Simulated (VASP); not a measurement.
Set up this calculation in VASP 6.6.1, as the native input.

```yaml
Task: single point
Functional: PBEsol
Potentials_or_basis: VASP PAW PBE potentials, release 64 (Au)
Cutoff: 520 eV
k_mesh: 6 × 6 × 6
Occupations: fermi-dirac, width 0.1 eV
Spin: no spin polarisation
Dipole_correction: no
Further_INCAR_settings: ALGO = Normal; EDIFF = 1e-06; NBANDS = 24
```

The structure of Au lies in POSCAR:

```
Au
1.0
    0.0000000000      3.4819960000      3.4819960000
    3.4819960000      0.0000000000      3.4819960000
    3.4819960000      3.4819960000      0.0000000000
Au
3
Direct
    0.7500000000      0.7500000000      0.7500000000
    0.2500000000      0.2500000000      0.2500000000
    0.0000000000      0.0000000000      0.0000000000
```

These files were run (other wordings do the same):

INCAR

```
SYSTEM = Au
PREC = Accurate
ENCUT = 520
EDIFF = 1E-6
ISMEAR = -1
SIGMA = 0.1
LREAL = .FALSE.
LASPH = .TRUE.
NELM = 100
ALGO = Normal
ISIF = 2
LWAVE = .FALSE.
LCHARG = .FALSE.
GGA = PS
NBANDS = 24
```

KPOINTS

```
Automatic mesh
0
G
  6 6 6
  0 0 0
```

Potentials or basis: VASP PAW PBE potentials, release 64 (Au).

Command:

```console
$ cat potpaw_PBE.64/Au/POTCAR > POTCAR
$ mpirun -np 1 vasp_std > vasp.out
```

Results of the run:

```yaml
Pressure: -16.0 GPa
```

Caveat: the PAW data sets were made with another functional, which shifts forces and pressure a little.

It took 52 s on 1 thread of Intel Xeon 6975P-C, on a shared host, peak memory 0.23 GiB.
